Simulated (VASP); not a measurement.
Runs of VASP 6.6.1 on WS2. The structure is that of space group R3m (No. 160), or close to it. The cells are those of the table. 

```csv
cell,k mesh,smearing,gap on the mesh (eV),pressure (GPa),largest force (eV/Å)
"a = 5.406 Å, angles 31.3°, 3 atoms",12 × 12 × 12,gaussian 0.01 eV,(a),(b),0.01
"a = 6.745 Å, angles 27.3°, 3 atoms",6 × 6 × 6,gaussian 0.1 eV,1.26,1.8,0.21
"a = 7.698 Å, angles 23.9°, 3 atoms",12 × 12 × 12,gaussian 0.01 eV,1.65,0.0,-
"a = 7.698 Å, angles 23.9°, 3 atoms",12 × 12 × 12,gaussian 0.02 eV,1.65,0.0,-
```

Alike in all rows: task single point; level PBE; potentials or basis VASP PAW PBE potentials, release 64 (W_sv, S); no spin polarisation; cutoff (eV) 520.

Q: Estimate the missing entries.

A: (a) none; (b) 60.1.

Caveats: spin-orbit coupling is left out, which moves the levels of the heavy elements.

A k mesh can miss the band edges, and the runs leave out spin-orbit coupling on W.
